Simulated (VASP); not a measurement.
# GaSb (zincblende type) (F-43m) in VASP: a series of runs

GaSb (zincblende type) is run at these levels: LDA, PBE; tasks: single point, relaxation of cell and atoms.

Program: VASP 6.6.1. These are calculated values, not measurements. Logs are shortened: lines on timing, memory, paths and dates and some standing lists are left out, and cuts for length are marked.

### Step 1. The cell of the first run

It takes space group F-43m (No. 216, cubic). The conventional cell has a = 6.298 Å, b = 6.298 Å, c = 6.298 Å, α = 90.00°, β = 90.00°, γ = 90.00°. Within 3.6 Å of Ga (site symmetry -43m) lie 4 Sb at 2.73 Å. Sb (site symmetry -43m) has 4 Ga at 2.73 Å within 3.6 Å.

### Step 2. Single point, LDA (functional lda, volume scaled by 1.04)

INCAR

```
PREC = Accurate ; ENCUT = 520
EDIFF = 1E-7 ; ISMEAR = -1
SIGMA = 0.08 ; LREAL = F
LASPH = T ; NELM = 80
ALGO = Normal ; ISIF = 2
LWAVE = F ; LCHARG = F
GGA = CA ; NBANDS = 16
```

KPOINTS

```
regular mesh
0
Gamma
  9 9 9
```

POSCAR

```
GaSb
1.0
    0.0000000000      3.1489585455      3.1489585455
    3.1489585455      0.0000000000      3.1489585455
    3.1489585455      3.1489585455      0.0000000000
Ga Sb
1 1
Direct
    0.0000000000      0.0000000000      0.0000000000
    0.2500000000      0.2500000000      0.2500000000
```

Potentials or basis: VASP PAW LDA potentials, release 64 (Ga_d, Sb).

On the command line:

```console
$ cat potpaw_LDA.64/Ga_d/POTCAR potpaw_LDA.64/Sb/POTCAR > POTCAR
$ mpirun -np 1 vasp_std > vasp.out
```

OUTCAR:

```text
PREC = Accurate
   ENCUT = 520
   EDIFF = 1E-7
   ISMEAR = -1
   LREAL = F
   LASPH = T
   NELM = 80
   ISIF = 2
   GGA = CA

 ion  position               nearest neighbor table
   1  0.000  0.000  0.000-   2 2.73   2 2.73   2 2.73   2 2.73
   2  0.250  0.250  0.250-   1 2.73   1 2.73   1 2.73   1 2.73

  LATTYP: Found a face centered cubic cell.
 ALAT       =     6.2979170910

  Lattice vectors:

 A1 = (   0.0000000000,   3.1489585455,   3.1489585455)
 A2 = (   3.1489585455,   0.0000000000,   3.1489585455)
 A3 = (   3.1489585455,   3.1489585455,   0.0000000000)

Analysis of symmetry for initial positions (statically):
=====================================================================
 Subroutine PRICEL returns:
 Original cell was already a primitive cell.

 Routine SETGRP: Setting up the symmetry group for a
 face centered cubic supercell.

 Subroutine GETGRP returns: Found 24 space group operations
 (whereof 24 operations were pure point group operations)
 out of a pool of 48 trial point group operations.

The static configuration has the point symmetry T_d .

Analysis of symmetry for dynamics (positions and initial velocities):
=====================================================================
 Subroutine PRICEL returns:
 Original cell was already a primitive cell.

 Routine SETGRP: Setting up the symmetry group for a
 face centered cubic supercell.

 Subroutine GETGRP returns: Found 24 space group operations
 (whereof 24 operations were pure point group operations)
 out of a pool of 48 trial point group operations.

The dynamic configuration has the point symmetry T_d .

 Subroutine INISYM returns: Found 24 space group operations
 (whereof 24 operations are pure point group operations),
 and found     1 'primitive' translations

----------------------------------------------------------------------------------------

                                     Primitive cell

  volume of cell :      62.4498

  direct lattice vectors                    reciprocal lattice vectors
     0.000000000  3.148958546  3.148958546    -0.158782656  0.158782656  0.158782656
     3.148958546  0.000000000  3.148958546     0.158782656 -0.158782656  0.158782656
     3.148958546  3.148958546  0.000000000     0.158782656  0.158782656 -0.158782656

  length of vectors
     4.453299882  4.453299882  4.453299882     0.275019627  0.275019627  0.275019627

  position of ions in fractional coordinates (direct lattice)
     0.000000000  0.000000000  0.000000000
     0.250000000  0.250000000  0.250000000

  ion indices of the primitive-cell ions
   primitive index   ion index
                 1           1
                 2           2

----------------------------------------------------------------------------------------

 KPOINTS: regular mesh

Automatic generation of k-mesh.
 Grid dimensions read from file:
 generate k-points for:    9    9    9

 Generating k-lattice:

  Cartesian coordinates                     Fractional coordinates (reciprocal lattice)
    -0.017642517  0.017642517  0.017642517     0.111111111  0.000000000  0.000000000
     0.017642517 -0.017642517  0.017642517     0.000000000  0.111111111  0.000000000
     0.017642517  0.017642517 -0.017642517     0.000000000  0.000000000  0.111111111

  Length of vectors
     0.030557736  0.030557736  0.030557736

  Shift w.r.t. Gamma in fractional coordinates (k-lattice)
     0.000000000  0.000000000  0.000000000

 Subroutine IBZKPT returns following result:
 ===========================================

 Found     35 irreducible k-points:

 Following reciprocal coordinates:
            Coordinates               Weight
  0.000000  0.000000  0.000000      1.000000
  0.111111  0.000000  0.000000      8.000000
  0.222222  0.000000  0.000000      8.000000
  0.333333  0.000000  0.000000      8.000000
  0.444444  0.000000  0.000000      8.000000
  0.111111  0.111111  0.000000      6.000000
[... 16 lines left out ...]
 -0.333333  0.333333  0.000000     12.000000
  0.444444  0.444444  0.000000      6.000000
 [... further k-points ...]
   k-points           NKPTS =     35   k-points in BZ     NKDIM =     35   number of bands    NBANDS=     16
   number of dos      NEDOS =    301   number of ions     NIONS =      2
   total plane-waves  NPLWV =  46656
   dimension x,y,z NGX =    36 NGY =   36 NGZ =   36
   dimension x,y,z NGXF=    72 NGYF=   72 NGZF=   72
   ions per type =               1   1
   NGX,Y,Z   is equivalent  to a cutoff of  13.44, 13.44, 13.44 a.u.
   NGXF,Y,Z  is equivalent  to a cutoff of  26.88, 26.88, 26.88 a.u.
 SYSTEM =  unknown system
   PREC   = accura    normal or accurate (medium, high low for compatibility)
   ISTART =      0    job   : 0-new  1-cont  2-samecut
   ICHARG =      2    charge: 1-file 2-atom 10-const
   ISPIN  =      1    spin polarized calculation?
   LNONCOLLINEAR =      F non collinear calculations
   LSORBIT =      F    spin-orbit coupling
   LASPH  =      T    aspherical Exc in radial PAW
   ENCUT  =  520.0 eV  38.22 Ry    6.18 a.u.   8.28  8.28  8.28*2*pi/ulx,y,z
   NELM   =     80;   NELMIN=  2; NELMDL= -5     # of ELM steps
   EDIFF  = 0.1E-06   stopping-criterion for ELM
   LREAL  =      F    real-space projection
   EDIFFG = 0.1E-05   stopping-criterion for IOM
   NSW    =      0    number of steps for IOM
   IBRION =     -1    ionic relax: 0-MD 1-quasi-New 2-CG
   NFREE  =      0    steps in history (QN), initial steepest desc. (CG)
   ISIF   =      2    stress and relaxation
   ISYM   =      2    0-nonsym 1-usesym 2-fastsym
   POTIM  = 0.5000    time-step for ionic-motion
   TEBEG  =    0.0;   TEEND  =   0.0 temperature during run
   PSTRESS=    0.0 pullay stress
   NELECT =      18.0000    total number of electrons
   NUPDOWN=      -1.0000    fix difference up-down
   EMIN   =  10.00;   EMAX   =-10.00  energy-range for DOS
   EFERMI =   0.00;   METHOD = LEGACY
   ISMEAR =    -1;   SIGMA  =   0.08  broadening in eV -4-tet -1-fermi 0-gaus
   EFERMI_NEDOS =   21; number of points for ismear=-14 and -15
   IALGO  =     38    algorithm
   IMIX   =      4    mixing-type and parameters
     AMIX     =   0.40;   BMIX     =  1.00
     AMIX_MAG =   1.60;   BMIX_MAG =  1.00
  volume/ion in A,a.u.               =      31.22       210.72
  Fermi-wavevector in a.u.,A,eV,Ry     =   1.081406  2.043561 15.911179  1.169439
  Thomas-Fermi vector in A             =   2.217422
   LORBIT       =      0    0 simple, 1 ext, 2 COOP (PROOUT), +10 PAW based schemes
   GGA     = CA    functional components
   LHFCALC =     F    Hartree Fock is set to
   AEXX    =    0.0000 exact exchange contribution
   IVDW    =     0    specifies the selected vdW correction
   LEPSILON=     F    determine dielectric tensor
   LRPA    =     F    only Hartree local field effects (RPA)
 non-spin polarized calculation
  energy-cutoff  :      520.00
  volume of cell :       62.45
 maximum number of plane-waves:      1705
 NGX is ok and might be reduce to    36
   NGX = 17   NGY = 17   NGZ = 17

 number of electron      18.0000003 magnetization

 Free energy of the ion-electron system (eV)
  ---------------------------------------------------
  ext. energy  EPLUGINS =         0.00000000
  ---------------------------------------------------
  free energy    TOTEN  =        -8.55261462 eV

  energy without entropy =       -8.54960299  energy(sigma->0) =       -8.55110880

 E-fermi :   3.8590     XC(G=0):  -9.0319

 val. band max:        3.8232752635   @ k =   0.0000   0.0000   0.0000
 cond. band min:       3.9726235340   @ k =   0.4444   0.0000   0.0000
 fundamental gap:      0.1493482706
 Fermi energy:         3.8589970111

 k-point     1 :       0.0000    0.0000    0.0000
  band No.  band energies     occupation
      1     -11.1713      2.00000
      2     -11.1713      2.00000
      3     -11.1713      2.00000
      4     -11.1338      2.00000
      5     -11.1338      2.00000
      6      -7.1262      2.00000
[... 8 lines left out ...]
     15      12.2218      0.00000
     16      12.2218      0.00000

 k-point     2 :       0.1111    0.0000    0.0000
  band No.  band energies     occupation
      1     -11.1735      2.00000
      2     -11.1703      2.00000
      3     -11.1703      2.00000
      4     -11.1339      2.00000
      5     -11.1339      2.00000
      6      -7.0131      2.00000
[... 8 lines left out ...]
     15      11.5788      0.00000
     16      11.5788      0.00000

 k-point     3 :       0.2222    0.0000    0.0000
  band No.  band energies     occupation
      1     -11.1791      2.00000
      2     -11.1678      2.00000
      3     -11.1678      2.00000
      4     -11.1340      2.00000
      5     -11.1340      2.00000
      6      -6.6885      2.00000
[... 8 lines left out ...]
     15      11.2402      0.00000
     16      11.2402      0.00000

 k-point     4 :       0.3333    0.0000    0.0000
  band No.  band energies     occupation
      1     -11.1854      2.00000
      2     -11.1652      2.00000
      3     -11.1652      2.00000
      4     -11.1339      2.00000
      5     -11.1339      2.00000
      6      -6.2159      2.00000
[... 8 lines left out ...]
     15      11.7357      0.00000
     16      11.7357      0.00000
[... 324 lines left out ...]
 k-point    22 :      -0.4444    0.3333    0.0000
  band No.  band energies     occupation
      1     -11.1988      2.00000
      2     -11.1575      2.00000
      3     -11.1562      2.00000
      4     -11.1390      2.00000
      5     -11.1321      2.00000
      6      -5.1469      2.00000
[... 8 lines left out ...]
     15      12.9440      0.00000
     16      14.5889      0.00000

 k-point    23 :      -0.3333    0.3333    0.0000
  band No.  band energies     occupation
      1     -11.1961      2.00000
      2     -11.1594      2.00000
      3     -11.1579      2.00000
      4     -11.1370      2.00000
      5     -11.1334      2.00000
      6      -5.2240      2.00000
[... 8 lines left out ...]
     15      11.7367      0.00000
     16      15.1666      0.00000

 k-point    24 :       0.4444    0.4444    0.0000
  band No.  band energies     occupation
      1     -11.2023      2.00000
      2     -11.1544      2.00000
      3     -11.1544      2.00000
      4     -11.1415      2.00000
      5     -11.1307      2.00000
      6      -5.1591      2.00000
[... 8 lines left out ...]
     15      14.1980      0.00000
     16      14.5614      0.00000

 [... further k-points ...]

------------------------ aborting loop because EDIFF is reached ----------------------------------------

  FORCE on cell =-STRESS in cart. coord.  units (eV):
  Direction    XX          YY          ZZ          XY          YZ          ZX
  --------------------------------------------------------------------------------------
  -------------------------------------------------------------------------------------
  Total       -1.9178793     -1.9178793     -1.9178793      0.0000000     -0.0000000     -0.0000000
  in kB      -49.2040704    -49.2040704    -49.2040704      0.0000000     -0.0000000     -0.0000000
  external PRESSURE =     -49.2040704 kB  Pullay stress =       0.0000000 kB

 VOLUME and BASIS-vectors are now :
 -----------------------------------------------------------------------------
  energy-cutoff  :      520.00
  volume of cell :       62.45
      direct lattice vectors                 reciprocal lattice vectors
     0.000000000  3.148958546  3.148958546    -0.158782656  0.158782656  0.158782656
     3.148958546  0.000000000  3.148958546     0.158782656 -0.158782656  0.158782656
     3.148958546  3.148958546  0.000000000     0.158782656  0.158782656 -0.158782656

 POSITION                                       TOTAL-FORCE (eV/Angst)
 -----------------------------------------------------------------------------------
      0.00000      0.00000      0.00000        -0.000000     -0.000000     -0.000000
      1.57448      1.57448      1.57448         0.000000      0.000000      0.000000
 -----------------------------------------------------------------------------------
    total drift:                                0.000000      0.000000     -0.000000

  FREE ENERGIE OF THE ION-ELECTRON SYSTEM (eV)
  ---------------------------------------------------
  free  energy   TOTEN  =        -8.5526146211 eV

  energy  without entropy=       -8.5496029883  energy(sigma->0) =       -8.55110880
```

Wall time 76 s (1 thread of AMD EPYC 7R13, shared host); peak memory 0.16 GiB.

What came out:

| Property | Result |
| --- | --- |
| Free energy | -8.5526 eV |
| Pressure | -4.9 GPa |
| Band gap on the k mesh | zero (filled and empty bands touch) |

Levels at points of the mesh, in eV from the Fermi level:
| k point | band 5 | band 6 | band 7 | band 8 | band 9 | band 10 | band 11 | band 12 | band 13 | band 14 |
| --- | --- | --- | --- | --- | --- | --- | --- | --- | --- | --- |
| (0.00, 0.00, 0.00) | -14.99 | -10.99 | -0.75 | -0.04 | -0.04 | -0.04 | 2.73 | 2.73 | 2.73 | 5.47 |

Caveat: the cell differs from its parent crystal (functional lda, volume scaled by 1.04); spin-orbit coupling is left out, which moves the levels of the heavy elements.

### Step 3. Single point, PBE, non-collinear spin, zero start, spin-orbit coupling

This run uses another cell than the first one, of 30.02 Å³/atom, 0.962 times its volume.

INCAR

```
SYSTEM = GaSb
PREC = Accurate
ENCUT = 520
EDIFF = 1E-7
ISMEAR = -1
SIGMA = 0.08
LREAL = .FALSE.
LASPH = .TRUE.
NELM = 150
ALGO = Normal
ISIF = 2
LWAVE = .FALSE.
LCHARG = .FALSE.
LNONCOLLINEAR = .TRUE.
MAGMOM = 0 0 0 0 0 0
LORBIT = 11
LSORBIT = .TRUE.
GGA_COMPAT = .FALSE.
LORBMOM = .TRUE.
GGA = PE
NBANDS = 30
```

KPOINTS

```
regular mesh
0
G
  9 9 9
  0 0 0
```

POSCAR

```
GaSb
1.0
    0.0000000000      3.1080583506      3.1080583506
    3.1080583506      0.0000000000      3.1080583506
    3.1080583506      3.1080583506      0.0000000000
Ga Sb
1 1
Direct
    0.0000000000      0.0000000000      0.0000000000
    0.2500000000      0.2500000000      0.2500000000
```

Potentials or basis: VASP PAW PBE potentials, release 64 (Ga_d, Sb).

On the command line:

```console
$ cat potpaw_PBE.64/Ga_d/POTCAR potpaw_PBE.64/Sb/POTCAR > POTCAR
$ mpirun -np 1 vasp_ncl > vasp.out
```

Wall time 8.6 min (1 thread of AMD EPYC 7R13, shared host); peak memory 0.43 GiB.

The run converged. Its results:

- Free energy: -7.4392 eV
- Pressure: 0.1 GPa
- Net moment: 0.00 μB per cell
- Valence electrons inside the program's atomic spheres: Ga 11.59; Sb 2.47

Moments on the atoms (μB; x, y, z):
```
Ga  0.00 0.00 0.00
Sb  0.00 0.00 0.00
```

### Step 4. Relaxation of cell and atoms, PBE

This run uses another cell than the first one, of 31.04 Å³/atom, 0.994 times its volume.

INCAR

```
PREC = Accurate
ENCUT = 600
EDIFF = 1E-7
ISMEAR = -1
SIGMA = 0.08
LREAL = F
LASPH = T
NELM = 60
ALGO = Normal
ISIF = 3
LWAVE = F
LCHARG = F
GGA = PE
IBRION = 2
NSW = 100
EDIFFG = -0.005
```

KPOINTS

```
Automatic mesh
0
Gamma
  9 9 9
```

POSCAR

```
GaSb
1.0
    0.0000000000      3.1426434160      3.1426434160
    3.1426434160      0.0000000000      3.1426434160
    3.1426434160      3.1426434160      0.0000000000
Ga Sb
1 1
Direct
    0.0000000000      0.0000000000      0.0000000000
    0.2500000000      0.2500000000      0.2500000000
```

On the command line:

```console
$ cat potpaw_PBE.64/Ga_d/POTCAR potpaw_PBE.64/Sb/POTCAR > POTCAR
$ mpirun -np 1 vasp_std > vasp.out
```

It took 1.7 min on 1 thread of AMD EPYC 7R43 (Zen 3), shared host; peak memory 0.19 GiB.

The run converged. Its results:

| Item | Value |
| --- | --- |
| Free energy | -7.3706 eV |
| Relaxed volume | 30.03 Å³/atom |
| Relaxed cell | a = 4.396 Å, b = 4.396 Å, c = 4.396 Å, α = 60.00°, β = 60.00°, γ = 60.00° |
| Space group after relaxing (to 0.05 Å) | F-43m (No. 216) |
| Energy gained by relaxing | 4.4 meV/atom |
| Ionic steps | 3 |
| Pressure after relaxing | 0.0 GPa |
| Band gap on the k mesh | zero (filled and empty bands touch) |

Step by step:
```csv
step,energy change (eV),largest force (eV/Å),pressure (GPa),volume (Å³)
1,0.0000,0.0000,-1.35,62.07
2,-0.0085,0.0000,0.23,59.76
3,-0.0088,0.0000,0.02,60.06
```

Final structure:
```yaml
crystal:
  lattice:
    - [0.00000, 3.10833, 3.10833]
    - [3.10833, 0.00000, 3.10833]
    - [3.10833, 3.10833, 0.00000]
  atoms:
    - { symbol: Ga, position: [0.00000, 0.00000, 0.00000] }
    - { symbol: Sb, position: [0.25000, 0.25000, 0.25000] }
```

Levels at points of the mesh, in eV from the Fermi level:
| k point | band 6 | band 7 | band 8 | band 9 | band 10 | band 11 | band 12 | band 13 |
| --- | --- | --- | --- | --- | --- | --- | --- | --- |
| (0.00, 0.00, 0.00) | -11.24 | -0.39 | -0.09 | -0.09 | -0.09 | 2.70 | 2.70 | 2.70 |

Caveat: spin-orbit coupling is left out, which moves the levels of the heavy elements.

### Step 5. The runs side by side

```tsv
task	level	potentials or basis	spin	cell	cutoff (eV)	gap on the mesh (eV)	pressure (GPa)
single point	LDA	VASP PAW LDA potentials, release 64 (Ga_d, Sb)	off	a = 4.453 Å, angles 60.0°, 2 atoms	520	none	-4.9
single point	PBE	VASP PAW PBE potentials, release 64 (Ga_d, Sb)	non-collinear, zero start, SOC	a = 4.395 Å, angles 60.0°, 2 atoms	520	-	0.1
relaxation of cell and atoms	PBE	VASP PAW PBE potentials, release 64 (Ga_d, Sb)	off	relaxed from a = 4.444 Å, angles 60.0°, 2 atoms	600	none	0.0
```

Alike in all rows: k mesh 9 × 9 × 9; smearing fermi-dirac 0.08 eV.

Caveats: spin-orbit coupling is left out, which moves the levels of the heavy elements (some runs).

Total energies depend on the potentials used, so only differences within one code and one set of settings carry meaning.
